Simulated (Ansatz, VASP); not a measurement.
# SiC in VASP and in Ansatz

Contents of POSCAR:

```
SiC
1.0
    3.0775550330      0.0000000000      0.0000000000
   -1.5387775165      2.6652408402      0.0000000000
    0.0000000000      0.0000000000      9.9759555582
Si C
4 4
Direct
    0.0000000000      0.0000000000     -0.0004143790
    0.3333333333      0.6666666667      0.2496797263
    0.0000000000      0.0000000000      0.4995856210
    0.6666666667      0.3333333333      0.7496797263
    0.0000000000      0.0000000000      0.1875181277
    0.3333333333      0.6666666667      0.4382165250
    0.0000000000      0.0000000000      0.6875181277
    0.6666666667      0.3333333333      0.9382165250
```

File INCAR.step1:

```
PREC = Accurate
ENCUT = 520
EDIFF = 1E-5
ISMEAR = 0
SIGMA = 0.01
LREAL = False
LASPH = True
NELM = 80
ALGO = Normal
ISIF = 2
LWAVE = True
LCHARG = False
GGA = PE
NBANDS = 26
```

INCAR.step2

```
PREC = Accurate
ENCUT = 520
EDIFF = 1E-6
ISMEAR = 0
SIGMA = 0.01
LREAL = False
LASPH = True
NELM = 80
ALGO = Normal
ISIF = 2
LWAVE = False
LCHARG = False
GGA = PE
LHFCALC = True
HFSCREEN = 0.2079
PRECFOCK = Fast
ISTART = 1
NBANDS = 26
```

File KPOINTS:

```
Automatic mesh
0
Gamma
  6 6 2
```

Input for Ansatz:

```yaml
crystal:
  lattice:
    - [3.077555033, 0.0, 0.0]
    - [-1.5387775165, 2.6652408402, 0.0]
    - [0.0, 0.0, 9.9759555582]
  atoms:
    - { symbol: Si, position: [0.0, 0.0, -0.000414379] }
    - { symbol: Si, position: [0.3333333333, 0.6666666667, 0.2496797263] }
    - { symbol: Si, position: [0.0, 0.0, 0.499585621] }
    - { symbol: Si, position: [0.6666666667, 0.3333333333, 0.7496797263] }
    - { symbol: C, position: [0.0, 0.0, 0.1875181277] }
    - { symbol: C, position: [0.3333333333, 0.6666666667, 0.438216525] }
    - { symbol: C, position: [0.0, 0.0, 0.6875181277] }
    - { symbol: C, position: [0.6666666667, 0.3333333333, 0.938216525] }
kpoints:
  mp_grid: { grid: [6, 6, 2] }
  band_path:
    path:
      - [0.0, 0.0, 0.0]
      - [0.5, 0.0, 0.0]
      - [0.3333333333, 0.3333333333, 0.0]
      - [0.0, 0.0, 0.5]
      - [0.5, 0.0, 0.5]
      - [0.3333333333, 0.3333333333, 0.5]
      - [0.0, 0.5, 0.0]
    npoints: 1
hamiltonian:
  xc: hse06
scf:
  occupations: { method: fixed }
  n_extra_bands: 6
output:
  forces: true
  stress: true
  eigenvalues: true
```

Change from the starting cell: uniaxial_z strain -1.0%.

Alike in both runs: task single point; functional HSE06; k mesh 6 × 6 × 2; no spin polarisation.

|  | VASP | Ansatz |
| --- | --- | --- |
| version | VASP 6.6.1 | Ansatz 0.2.0 |
| potentials or method | VASP PAW PBE potentials, release 64 (Si, C) | plane waves, PAW |
| plane-wave cutoff (eV) | 520 | 420 |
| occupations | gaussian, width 0.01 eV | fixed |
| valence electrons in the cell | 32 | 32 |

```csv
,VASP,Ansatz,Ansatz less VASP
gap on the k mesh at the Fermi level (eV),3.17,3.16,-0.005
pressure (GPa),0.8,1.2,+0.40
"traceless stress, the component that is largest in VASP (GPa)",3.34,3.30,-0.035
rms of the force components (eV/Å),0.008,0.010,+0.0012
```

Atom by atom the forces differ by 0.001 eV/Å (rms over components). Ansatz's warnings: stress exchange threshold loose, stress scf threshold loose.
